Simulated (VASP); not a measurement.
Crystal: BN.

```
CELL_PARAMETERS angstrom
2.47414 0.00000 0.00000
-1.22986 2.14682 0.00000
-0.62214 -1.07341 2.98169
ATOMIC_POSITIONS crystal
N 0.66851 0.33238 0.98500
B 0.97964 0.98350 0.00181
```

Base run:

* Program: VASP 6.6.1
* Functional: r2SCAN
* Potentials or basis: VASP PAW PBE potentials, release 64 (N, B)
* Cutoff: 520 eV
* k mesh: 13 × 13 × 9
* Occupations: fermi-dirac, width 0.05 eV
* Spin: no spin polarisation

Its results: band gap on the k mesh 3.30 eV (least direct gap 5.33 eV); pressure 13.2 GPa; largest force 2.986 eV/Å.

Q: The run is repeated on the same cell with these changes: functional from r2SCAN to PBE0; k mesh from 13 × 13 × 9 to 6 × 6 × 4. What comes out?

A: Band gap on the k mesh 4.91 eV (least direct gap 6.77 eV); pressure 11.5 GPa; largest force 3.071 eV/Å.

Several settings changed at once.

Caveats: some runs use coarse meshes; the PAW data sets were made with another functional, which shifts forces and pressure a little; the cell stands under pressure (at least some runs); an odd mesh through Γ misses points on the zone boundary, where band edges can lie (at least some runs).
